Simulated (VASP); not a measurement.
# BaS (Fm-3m) in VASP: settings compared, part 2 of 2

VASP 6.6.1. The steps go on from the part before.

## (3) G0W0 quasiparticle levels, PBE

Contents of POSCAR:

```
BaS
1.0
    0.0000000000      3.2117958731      3.2117958731
    3.2117958731      0.0000000000      3.2117958731
    3.2117958731      3.2117958731      0.0000000000
Ba S
1 1
Direct
    0.0000000000      0.0000000000      0.0000000000
    0.5000000000      0.5000000000      0.5000000000
```

Contents of INCAR.step1:

```
PREC     = Accurate       # precision mode
ENCUT    = 500            # plane-wave cutoff, eV
EDIFF    = 1E-8           # SCF threshold, eV
ISMEAR   = 0              # smearing method
SIGMA    = 0.01           # smearing width, eV
LREAL    = False          # projectors in reciprocal space
LASPH    = True           # aspherical terms in the spheres
NELM     = 60             # most SCF steps
ALGO     = Normal         # electronic algorithm
LWAVE    = True           # write WAVECAR
LCHARG   = False          # write CHGCAR
GGA      = PE             # functional
```

Contents of INCAR.step2:

```
PREC     = Accurate       # precision mode
ENCUT    = 500            # plane-wave cutoff, eV
EDIFF    = 1E-8           # SCF threshold, eV
ISMEAR   = 0              # smearing method
SIGMA    = 0.01           # smearing width, eV
LREAL    = False          # projectors in reciprocal space
LASPH    = True           # aspherical terms in the spheres
NELM     = 1              # most SCF steps
ALGO     = Exact          # electronic algorithm
LWAVE    = True           # write WAVECAR
LCHARG   = False          # write CHGCAR
GGA      = PE             # functional
NBANDS   = 257            # bands
LOPTICS  = True           # frequency-dependent dielectric function
ISTART   = 1
```

Contents of INCAR.step3:

```
PREC     = Accurate       # precision mode
ENCUT    = 500            # plane-wave cutoff, eV
EDIFF    = 1E-8           # SCF threshold, eV
ISMEAR   = 0              # smearing method
SIGMA    = 0.01           # smearing width, eV
LREAL    = False          # projectors in reciprocal space
LASPH    = True           # aspherical terms in the spheres
ALGO     = EVGW0          # electronic algorithm
LWAVE    = False          # write WAVECAR
LCHARG   = False          # write CHGCAR
GGA      = PE             # functional
NELMGW   = 1            
NBANDS   = 257            # bands
ENCUTGW  = 140.0          # cutoff of the response function
NOMEGA   = 48             # frequency points
PRECFOCK = Fast         
ISTART   = 1            
NBANDSGW = 16
```

Contents of KPOINTS:

```
regular mesh
0
Gamma
  4 4 4
```

Potentials or basis: VASP PAW PBE potentials, release 64 (Ba_sv_GW, S_GW).

Command:

```bash
$ cat potpaw_PBE.64/Ba_sv_GW/POTCAR potpaw_PBE.64/S_GW/POTCAR > POTCAR
$ cp INCAR.step1 INCAR
$ mpirun -np 1 vasp_std > vasp.out
$ cp INCAR.step2 INCAR
$ mpirun -np 1 vasp_std > vasp.out
$ cp INCAR.step3 INCAR
$ mpirun -np 1 vasp_std > vasp.out
```

OUTCAR:

```text
PREC = Accurate
   ENCUT = 500
   EDIFF = 1E-8
   ISMEAR = 0
   LREAL = False
   LASPH = True
   GGA = PE
   NELMGW = 1
   ENCUTGW = 140.0
   PRECFOCK = Fast
   ISTART = 1

 ion  position               nearest neighbor table
   1  0.000  0.000  0.000-
   2  0.500  0.500  0.500-

  LATTYP: Found a face centered cubic cell.
 ALAT       =     6.4235917462

  Lattice vectors:

 A1 = (   0.0000000000,   3.2117958731,   3.2117958731)
 A2 = (   3.2117958731,   0.0000000000,   3.2117958731)
 A3 = (   3.2117958731,   3.2117958731,   0.0000000000)

Analysis of symmetry for initial positions (statically):
=====================================================================
 Subroutine PRICEL returns:
 Original cell was already a primitive cell.

 Routine SETGRP: Setting up the symmetry group for a
 face centered cubic supercell.

 Subroutine GETGRP returns: Found 48 space group operations
 (whereof 48 operations were pure point group operations)
[... 125 lines left out ...]
   LHFCALC =     T    Hartree Fock is set to
   PRECFOCK=fast      Normal, Fast or Accurate (Low or Medium for compatibility)
   ENCUT4O =  -1.0   cutoff for four orbital integrals eV
   NKREDX  =     1    reduce k-point grid by
   NKREDY  =     1    reduce k-point grid by
   NKREDZ  =     1    reduce k-point grid by
   AEXX    =    1.0000 exact exchange contribution
   HFSCREEN=    0.0000 screening length (either q_TF or 0.3 A-1)
   HFSCREENC=   0.0000 screening length for correlation (either q_TF or 0.3 A-1)
   ENCUTFOCK=  -1.0 apply spherical cutoff to Coloumb kernel
   IVDW    =     0    specifies the selected vdW correction
   LEPSILON=     F    determine dielectric tensor
   LRPA    =     F    only Hartree local field effects (RPA)
   LRPAFORCE           =     F    calculate RPA forces
   ENCUTGW             = 140.0    cutoff for response function in eV
   ENCUTGWSOFT         = 112.0    soft cutoff for Coulomb kernel in GW response function in eV
   ENCUTLF             =  -1.0    cutoff for local field effects
   NELMGW              =     1    number of iterations in solving QP/BSE equation
   NELMHF              =     1    number of iterations in the inner HF iteration
   NKREDLFX            =     1    NKREDLFY  =   1   NKREDLFZ  =   1
 non-spin polarized calculation
 Gauss-broadening in eV      SIGMA  =   0.01
  energy-cutoff  :      500.00
  volume of cell :       66.26
 maximum number of plane-waves:      1700
 NGX is ok and might be reduce to    36
  NGX = 18; NGY = 18; NGZ = 18
   NGX = 17   NGY = 17   NGZ = 17
 maximum number of plane-waves:       259
 NGX is ok and might be reduce to    18

 QP shifts <psi_nk| G(iteration)W_0 |psi_nk>: iteration 1
 for sc-GW calculations column KS-energies equals QP-energies in previous step
 and V_xc(KS)=  KS-energies - (<T + V_ion + V_H > + <T+V_H+V_ion>^1  + <V_x>^1)

 k-point   1 :       0.0000    0.0000    0.0000
  band No.  KS-energies  QP-energies   sigma(KS)   V_xc(KS)     V^pw_x(r,r')   Z            occupation Imag(sigma)

      1     -23.0963     -23.9188     -16.4828     -15.1533     -24.3933       0.6187       2.0000       1.1963
      2      -8.1582      -9.7241     -15.9890     -13.9336     -19.0189       0.7618       2.0000       0.2554
      3      -8.1582      -9.7241     -15.9890     -13.9336     -19.0189       0.7618       2.0000       0.2554
      4      -8.1582      -9.7241     -15.9890     -13.9336     -19.0189       0.7618       2.0000       0.2554
      5      -7.3574      -8.2026     -14.5811     -13.3349     -21.0095       0.6783       2.0000       1.1661
      6       2.9107       1.9482     -13.8876     -12.5997     -15.6317       0.7473       2.0000       0.1203
[... 135 lines left out ...]
      2      -8.6603      -9.9849     -15.3251     -13.4544     -19.4334       0.7081       2.0000       0.4937
      3      -8.4795     -10.0622     -15.6625     -13.5590     -18.8310       0.7524       2.0000       0.3101
      4      -8.4795     -10.0622     -15.6625     -13.5590     -18.8310       0.7524       2.0000       0.3101
      5      -6.7602      -7.7234     -15.3180     -13.9532     -20.6570       0.7057       2.0000       0.8784
      6       1.8762       0.8394     -13.1038     -11.6949     -15.1082       0.7359       2.0000       0.1506
[... 8 lines left out ...]
     15      11.8495      14.7745      -8.3602     -12.2468      -2.4655       0.7526       0.0000      -0.2654
     16      12.1504      13.8422      -9.9793     -12.2532      -4.6338       0.7440       0.0000      -0.2829
```

OUTCAR.step1:

```text
PREC = Accurate
   ENCUT = 500
   EDIFF = 1E-8
   ISMEAR = 0
   LREAL = False
[... 323 lines left out ...]
      0.00000      0.00000      0.00000        -0.000000     -0.000000     -0.000000
      3.21180      3.21180      3.21180         0.000000      0.000000      0.000000
 -----------------------------------------------------------------------------------
    total drift:                                0.000000      0.000000      0.000000

  FREE ENERGIE OF THE ION-ELECTRON SYSTEM (eV)
  ---------------------------------------------------
  free  energy   TOTEN  =       -11.6101793729 eV

  energy  without entropy=      -11.6101793729  energy(sigma->0) =      -11.61017937
```

OUTCAR.step2:

```text
PREC = Accurate
   ENCUT = 500
   EDIFF = 1E-8
   ISMEAR = 0
   LREAL = False
[... 721 lines left out ...]
     0.00000     5.44760     5.44760     5.44760    -0.00000    -0.00000     0.00000
     1.88877     6.74919     6.74919     6.74919    -0.00000    -0.00000     0.00000
     3.77754     7.71177     7.71177     7.71177    -0.00000    -0.00000     0.00000
     5.66631     2.27611     2.27611     2.27611     0.00000     0.00000    -0.00000
     7.55509    -1.46886    -1.46886    -1.46886    -0.00000    -0.00000     0.00000
     9.44386    -1.07476    -1.07476    -1.07476     0.00000     0.00000    -0.00000
[... 92 lines left out ...]
   185.09961     0.98979     0.98979     0.98979    -0.00000     0.00000    -0.00000
   186.98838     0.99000     0.99000     0.99000    -0.00000     0.00000    -0.00000
```

Wall time 4.8 min (1 thread of Intel Xeon 6975P-C (Granite Rapids), shared host); peak memory 0.87 GiB.

What came out:

```yaml
Band_gap_on_the_k_mesh_mean-field_level: 2.23 eV, indirect (least direct gap 2.34 eV)
Quasiparticle_gap: 3.49 eV
Least_direct_quasiparticle_gap: 3.64 eV
```

Levels at points of the mesh, in eV from the valence-band top:
| k point | band 5 | band 6 | band 7 | band 8 | band 9 | band 10 | band 11 | band 12 |
| --- | --- | --- | --- | --- | --- | --- | --- | --- |
| (0.00, 0.00, 0.00) | -10.27 | 0.00 | 0.00 | 0.00 | 3.60 | 3.96 | 3.96 | 3.96 |
| (0.50, 0.00, 0.00) | -9.09 | -1.82 | -0.98 | -0.98 | 5.51 | 5.57 | 6.34 | 6.34 |
| (0.50, 0.50, 0.00) | -10.18 | -0.47 | -0.12 | -0.12 | 2.23 | 5.98 | 6.01 | 7.54 |

Caveat: the k points lie up to 0.42 Å⁻¹ apart; bands, screening cutoff and mesh are small and nothing is extrapolated, so the quasiparticle values aren't converged; spin-orbit coupling is left out, which moves the levels of the heavy elements.
